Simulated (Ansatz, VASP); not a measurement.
## TiSi: VASP beside Ansatz

File INCAR:

```
SYSTEM = TiSi
PREC = Accurate ; ENCUT = 520
EDIFF = 1E-6 ; ISMEAR = 0
SIGMA = 0.15 ; LREAL = .FALSE.
LASPH = .TRUE. ; NELM = 80
ALGO = Normal ; ISIF = 2
LWAVE = .FALSE. ; LCHARG = .TRUE.
GGA = PS ; LELF = .TRUE.
LVHAR = .TRUE. ; NBANDS = 15
```

KPOINTS

```
regular mesh
0
G
  20 20 14
  0 0 0
```

File POSCAR:

```
TiSi
1.0
    1.8161780000     -2.1176240000      0.0000000000
    1.8161780000      2.1176240000      0.0000000000
    0.0000000000      0.0000000000      3.8039340000
Ti Si
1 1
Direct
    0.5000000000      0.5000000000      0.0000000000
    0.0000000000      0.0000000000      0.5000000000
```

Input for Ansatz:

```yaml
crystal:
  lattice:
    - [1.816178, -2.117624, 0.0]
    - [1.816178, 2.117624, 0.0]
    - [0.0, 0.0, 3.803934]
  atoms:
    - { symbol: Ti, position: [0.5, 0.5, 0.0] }
    - { symbol: Si, position: [0.0, 0.0, 0.5] }
basis:
  ecutwfc: 420
kpoints:
  mp_grid: { grid: [20, 20, 14] }
hamiltonian:
  xc: pbesol
scf:
  occupations: { method: gaussian, width: 0.15 }
output:
  forces: true
  stress: true
  eigenvalues: true
```

Alike in both runs: task single point; functional PBEsol; k mesh 20 × 20 × 14; occupations gaussian, width 0.15 eV; no spin polarisation.

|  | VASP | Ansatz |
| --- | --- | --- |
| version | VASP 6.6.1 | Ansatz 0.2.0 |
| potentials or method | VASP PAW PBE potentials, release 64 (Ti_sv, Si), cutoff 520 eV | scalar-relativistic, plane waves, PAW |
| valence electrons in the cell | 16 | 16 |

```csv
,VASP,Ansatz,Ansatz less VASP
gap on the k mesh at the Fermi level (eV),none,none,-
pressure (GPa),-4.3,-4.3,-0.05
"traceless stress, the component that is largest in VASP (GPa)",-0.46,-0.38,+0.073
```

VASP's potentials were made for PBE, not for PBEsol. A gap of «none» marks a metal or a gap that the smearing closes.
